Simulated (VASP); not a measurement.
# AsS5 (P6/mmm) in VASP: single point with PBE

Aim: the single point of AsS5 with PBE.

All numbers are computed with VASP 6.6.1; they aren't measurements. Logs are shortened: lines on timing, memory, paths and dates and some standing lists are left out, and cuts for length are marked.

## Step 1: The cell of the first run

Symmetry: P6/mmm, No. 191, hexagonal system. The conventional cell has a = 6.409 Å, b = 6.409 Å, c = 3.276 Å, α = 90.00°, β = 90.00°, γ = 120.00°. Within 4.3 Å of As (site symmetry 6/mmm) lie 2 As at 3.28 Å and 18 S at 3.60 to 3.70 Å. S (site symmetry mmm) has 10 S at 2.47 to 3.28 Å within 3.3 Å. S (site symmetry -6m2) has 8 S at 2.47 to 3.28 Å within 3.3 Å.

The cell was built from a structure type or drawn by symmetry, and may not be a known phase.

## Step 2: Single point, PBE

The input, INCAR:

```
PREC = Accurate
ENCUT = 520
EDIFF = 1E-6
ISMEAR = 0
SIGMA = 0.1
LREAL = False
LASPH = True
NELM = 100
ALGO = Normal
ISIF = 2
LWAVE = False
LCHARG = True
GGA = PE
LELF = True
LVHAR = True
NBANDS = 26
```

The input, KPOINTS:

```
Automatic mesh
0
Gamma
  6 6 4
```

The input, POSCAR:

```
AsS5
1.0
    6.4088768750      0.0000000000      0.0000000000
   -3.2044384375      5.5502501835      0.0000000000
    0.0000000000      0.0000000000      3.2761105917
As S
1 5
Direct
    0.0000000000      0.0000000000      0.0000000000
    0.5000000000      0.0000000000      0.5000000000
    0.5000000000      0.5000000000      0.5000000000
    0.0000000000      0.5000000000      0.5000000000
    0.3333333333      0.6666666667      0.0000000000
    0.6666666667      0.3333333333      0.0000000000
```

Potentials or basis: VASP PAW PBE potentials, release 64 (As, S).

Started as:

```
$ cat potpaw_PBE.64/As/POTCAR potpaw_PBE.64/S/POTCAR > POTCAR
$ mpirun -np 1 vasp_std > vasp.out
```

OUTCAR:

```text
PREC = Accurate
   ENCUT = 520
   EDIFF = 1E-6
   ISMEAR = 0
   LREAL = False
   LASPH = True
   NELM = 100
   ISIF = 2
   GGA = PE

 ion  position               nearest neighbor table
   1  0.000  0.000  0.000-
   2  0.500  0.000  0.500-   5 2.47   6 2.47   5 2.47   6 2.47
   3  0.500  0.500  0.500-   5 2.47   6 2.47   5 2.47   6 2.47
   4  0.000  0.500  0.500-   5 2.47   6 2.47   5 2.47   6 2.47
   5  0.333  0.667  0.000-   4 2.47   4 2.47   2 2.47   2 2.47   3 2.47   3 2.47
   6  0.667  0.333  0.000-   4 2.47   4 2.47   2 2.47   2 2.47   3 2.47   3 2.47

  LATTYP: Found a hexagonal cell.
 ALAT       =     6.4088768750
 C/A-ratio  =     0.5111832628

  Lattice vectors:

 A1 = (   6.4088768750,   0.0000000000,   0.0000000000)
 A2 = (  -3.2044384375,   5.5502501835,   0.0000000000)
 A3 = (   0.0000000000,   0.0000000000,   3.2761105917)

Analysis of symmetry for initial positions (statically):
=====================================================================
 Subroutine PRICEL returns:
 Original cell was already a primitive cell.

 Routine SETGRP: Setting up the symmetry group for a
 hexagonal supercell.

 Subroutine GETGRP returns: Found 24 space group operations
 (whereof 24 operations were pure point group operations)
 out of a pool of 24 trial point group operations.

The static configuration has the point symmetry D_6h.

Analysis of symmetry for dynamics (positions and initial velocities):
=====================================================================
 Subroutine PRICEL returns:
 Original cell was already a primitive cell.

 Routine SETGRP: Setting up the symmetry group for a
 hexagonal supercell.

 Subroutine GETGRP returns: Found 24 space group operations
 (whereof 24 operations were pure point group operations)
 out of a pool of 24 trial point group operations.

The dynamic configuration has the point symmetry D_6h.

 Subroutine INISYM returns: Found 24 space group operations
 (whereof 24 operations are pure point group operations),
 and found     1 'primitive' translations

----------------------------------------------------------------------------------------

                                     Primitive cell

[... 92 lines left out ...]
   ENCUT  =  520.0 eV  38.22 Ry    6.18 a.u.  11.92 11.92  6.09*2*pi/ulx,y,z
   NELM   =    100;   NELMIN=  2; NELMDL= -5     # of ELM steps
   EDIFF  = 0.1E-05   stopping-criterion for ELM
   LREAL  =      F    real-space projection
   EDIFFG = 0.1E-04   stopping-criterion for IOM
   NSW    =      0    number of steps for IOM
   IBRION =     -1    ionic relax: 0-MD 1-quasi-New 2-CG
   NFREE  =      0    steps in history (QN), initial steepest desc. (CG)
   ISIF   =      2    stress and relaxation
   ISYM   =      2    0-nonsym 1-usesym 2-fastsym
   POTIM  = 0.5000    time-step for ionic-motion
   TEBEG  =    0.0;   TEEND  =   0.0 temperature during run
   PSTRESS=    0.0 pullay stress
   NELECT =      35.0000    total number of electrons
   NUPDOWN=      -1.0000    fix difference up-down
   EMIN   =  10.00;   EMAX   =-10.00  energy-range for DOS
   EFERMI =   0.00;   METHOD = LEGACY
   ISMEAR =     0;   SIGMA  =   0.10  broadening in eV -4-tet -1-fermi 0-gaus
   EFERMI_NEDOS =   21; number of points for ismear=-14 and -15
   IALGO  =     38    algorithm
   IMIX   =      4    mixing-type and parameters
     AMIX     =   0.40;   BMIX     =  1.00
     AMIX_MAG =   1.60;   BMIX_MAG =  1.00
  volume/ion in A,a.u.               =      19.42       131.07
  Fermi-wavevector in a.u.,A,eV,Ry     =   1.096343  2.071788 16.353771  1.201968
  Thomas-Fermi vector in A             =   2.232683
   LORBIT       =      0    0 simple, 1 ext, 2 COOP (PROOUT), +10 PAW based schemes
   GGA     = PE    functional components
   LHFCALC =     F    Hartree Fock is set to
   AEXX    =    0.0000 exact exchange contribution
   IVDW    =     0    specifies the selected vdW correction
   LEPSILON=     F    determine dielectric tensor
   LRPA    =     F    only Hartree local field effects (RPA)
 non-spin polarized calculation
 Gauss-broadening in eV      SIGMA  =   0.10
  energy-cutoff  :      520.00
  volume of cell :      116.53
 maximum number of plane-waves:      3166
 NGX is ok and might be reduce to    48
   NGX = 23   NGY = 23   NGZ = 13

 number of electron      35.0000001 magnetization

 Free energy of the ion-electron system (eV)
  ---------------------------------------------------
  ext. energy  EPLUGINS =         0.00000000
  ---------------------------------------------------
  free energy    TOTEN  =       -19.35921908 eV

  energy without entropy =      -19.33026485  energy(sigma->0) =      -19.34474196

 E-fermi :   5.4877     XC(G=0): -10.0712

 val. band max:        5.4596203962   @ k =   0.1667   0.0000   0.2500
 cond. band min:       5.4917333128   @ k =   0.1667   0.1667   0.0000
 fundamental gap:      0.0321129166
 Fermi energy:         5.4876836736

 k-point     1 :       0.0000    0.0000    0.0000
  band No.  band energies     occupation
      1     -11.6886      2.00000
      2      -9.3282      2.00000
      3      -7.9508      2.00000
      4      -7.9508      2.00000
      5      -4.8956      2.00000
      6      -3.1168      2.00000
[... 598 lines left out ...]
     25      12.6319      0.00000
     26      12.6319      0.00000

------------------------ aborting loop because EDIFF is reached ----------------------------------------

  FORCE on cell =-STRESS in cart. coord.  units (eV):
  Direction    XX          YY          ZZ          XY          YZ          ZX
  --------------------------------------------------------------------------------------
  -------------------------------------------------------------------------------------
  Total       -0.0573074     -0.0573074     -0.2030196      0.0000000     -0.0000000     -0.0000000
  in kB       -0.7878945     -0.7878945     -2.7912298      0.0000000     -0.0000000     -0.0000000
  external PRESSURE =      -1.4556729 kB  Pullay stress =       0.0000000 kB

 VOLUME and BASIS-vectors are now :
 -----------------------------------------------------------------------------
  energy-cutoff  :      520.00
  volume of cell :      116.53
      direct lattice vectors                 reciprocal lattice vectors
     6.408876875  0.000000000  0.000000000     0.156033580  0.090086029  0.000000000
    -3.204438437  5.550250184  0.000000000     0.000000000  0.180172058  0.000000000
     0.000000000  0.000000000  3.276110592     0.000000000  0.000000000  0.305240001

 POSITION                                       TOTAL-FORCE (eV/Angst)
 -----------------------------------------------------------------------------------
      0.00000      0.00000      0.00000         0.000000      0.000000      0.000000
      3.20444      0.00000      1.63806         0.000000      0.000000      0.000000
      1.60222      2.77513      1.63806         0.000000      0.000000      0.000000
     -1.60222      2.77513      1.63806         0.000000      0.000000      0.000000
     -0.00000      3.70017      0.00000        -0.000000     -0.000000      0.000000
      3.20444      1.85008      0.00000        -0.000000      0.000000      0.000000
 -----------------------------------------------------------------------------------
    total drift:                               -0.000000      0.000000     -0.000000

  FREE ENERGIE OF THE ION-ELECTRON SYSTEM (eV)
  ---------------------------------------------------
  free  energy   TOTEN  =       -19.3592190810 eV

  energy  without entropy=      -19.3302648484  energy(sigma->0) =      -19.34474196
```

stdout:

```text
POSCAR found type information on POSCAR AsS
 POSCAR found :  2 types and       6 ions
 scaLAPACK will be used
 LDA part: xc-table for (Slater+PW92), standard interpolation
 POSCAR, INCAR and KPOINTS ok, starting setup
 FFT: planning ... GRIDC
 FFT: planning ... GRID_SOFT
 FFT: planning ... GRID
 WAVECAR not read
 entering main loop
```

Wall time 22 s (1 thread of Intel Xeon 6975P-C (Granite Rapids), shared host); peak memory 0.24 GiB.

Results:

* Free energy: -19.3592 eV
* Pressure: -0.1 GPa
* Band gap on the k mesh: zero (an odd number of electrons rules out a gap without spin polarisation)

Caveat: the k points lie up to 0.48 Å⁻¹ apart, too coarse for converged energies and pressures of a metal.
